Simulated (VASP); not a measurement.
Set up this calculation in VASP 6.6.1, as the native input.

- Task: single point
- Functional: r2SCAN
- Potentials or basis: VASP PAW PBE potentials, release 64 (Ag, Cl)
- Cutoff: 520 eV
- k mesh: 8 × 8 × 8
- Occupations: gaussian, width 0.01 eV
- Spin: no spin polarisation
- Dipole correction: no
- Further INCAR settings: ALGO = Normal; EDIFF = 1e-07; NBANDS = 16

AgCl:

```
Ag Cl
1.0
     0.00000    2.63452    2.95434
     2.63452    0.00000    2.95434
     2.63452    2.63452    0.00000
Ag Cl
1 1
Cartesian
  0.0000 0.0000 0.0000
  2.6345 2.6345 2.9543
```

This cell differs from its parent crystal: epitaxial xy strain -5.0%.

One way to write it, as run:

POSCAR

```
AgCl
1.0
    0.0000000000      2.6345246234      2.9543391351
    2.6345246234      0.0000000000      2.9543391351
    2.6345246234      2.6345246234      0.0000000000
Ag Cl
1 1
Direct
    0.0000000000      0.0000000000      0.0000000000
    0.5000000000      0.5000000000      0.5000000000
```

INCAR.step1

```
SYSTEM = AgCl
PREC     = Accurate       ! precision mode
ENCUT    = 520            ! plane-wave cutoff, eV
ISMEAR   = 0              ! smearing method
SIGMA    = 0.01           ! smearing width, eV
LREAL    = .FALSE.        ! projectors in reciprocal space
LASPH    = .TRUE.         ! aspherical terms in the spheres
NELM     = 80             ! most SCF steps
NBANDS   = 16             ! bands
GGA      = PE             ! functional
ALGO     = Normal         ! electronic algorithm
EDIFF    = 1E-4           ! SCF threshold, eV
LWAVE    = .TRUE.         ! write WAVECAR
LCHARG   = .FALSE.        ! write CHGCAR
```

INCAR.step2

```
SYSTEM = AgCl
PREC     = Accurate       ! precision mode
ENCUT    = 520            ! plane-wave cutoff, eV
EDIFF    = 1E-7           ! SCF threshold, eV
ISMEAR   = 0              ! smearing method
SIGMA    = 0.01           ! smearing width, eV
LREAL    = .FALSE.        ! projectors in reciprocal space
LASPH    = .TRUE.         ! aspherical terms in the spheres
NELM     = 80             ! most SCF steps
ALGO     = Normal         ! electronic algorithm
ISIF     = 2              ! what is computed and relaxed
LWAVE    = .FALSE.        ! write WAVECAR
LCHARG   = .FALSE.        ! write CHGCAR
METAGGA  = R2SCAN         ! meta-GGA
LMIXTAU  = .TRUE.       
NBANDS   = 16             ! bands
ISTART   = 1
```

KPOINTS

```
regular mesh
0
G
  8 8 8
  0 0 0
```

Potentials or basis: VASP PAW PBE potentials, release 64 (Ag, Cl).

The run is started by

```bash
$ cat potpaw_PBE.64/Ag/POTCAR potpaw_PBE.64/Cl/POTCAR > POTCAR
$ cp INCAR.step1 INCAR
$ mpirun -np 1 vasp_std > vasp.out
$ cp INCAR.step2 INCAR
$ mpirun -np 1 vasp_std > vasp.out
```

Results of the run:

```
Pressure               : 3.5 GPa
Band gap on the k mesh : 1.08 eV (least direct gap 3.91 eV)
```

Caveat: the cell differs from its parent crystal (epitaxial xy strain -5.0%); the stress differs along the axes, from -0 to 5 GPa; the PAW data sets were made with another functional, which shifts forces and pressure a little.

Wall time 89 s on 1 thread of Intel(R) Xeon(R) 6975P-C (Granite Rapids), with other jobs on the host, peak memory 0.19 GiB.
